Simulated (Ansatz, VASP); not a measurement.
**AlC in VASP and in Ansatz**

```
CELL_PARAMETERS angstrom
1.51146 0.87264 2.45369
-1.51146 0.87264 2.45369
0.00000 -1.74529 2.45369
ATOMIC_POSITIONS crystal
Al 0.00000 0.00000 0.00000
C 0.50000 0.50000 0.50000
```

Change from the starting cell: species swapped into the MnS type (R-3m, No. 166).

Alike in both runs: functional PBE; k mesh 7 × 7 × 7; occupations gaussian, width 0.2 eV; no spin polarisation.

Ansatz relaxed the structure, and its values are those at the end. VASP's run is a single point on that final structure, the one shown.

|  | VASP | Ansatz |
| --- | --- | --- |
| version | VASP 6.6.1 | Ansatz 0.2.0 |
| potentials or method | VASP PAW PBE potentials, release 64 (Al, C), cutoff 600 eV | scalar-relativistic, plane waves, PAW |
| valence electrons in the cell | 7 | 7 |

|  | VASP | Ansatz | Ansatz less VASP |
| --- | --- | --- | --- |
| gap on the k mesh at the Fermi level (eV) | none | none | - |
| pressure (GPa) | 0.2 | 0.4 | +0.20 |

A gap of «none» marks a metal or a gap that the smearing closes. With one functional, cell and mesh, what is left measures potentials, basis and numerics.

The k mesh is coarse, so the values compare programs but aren't converged.
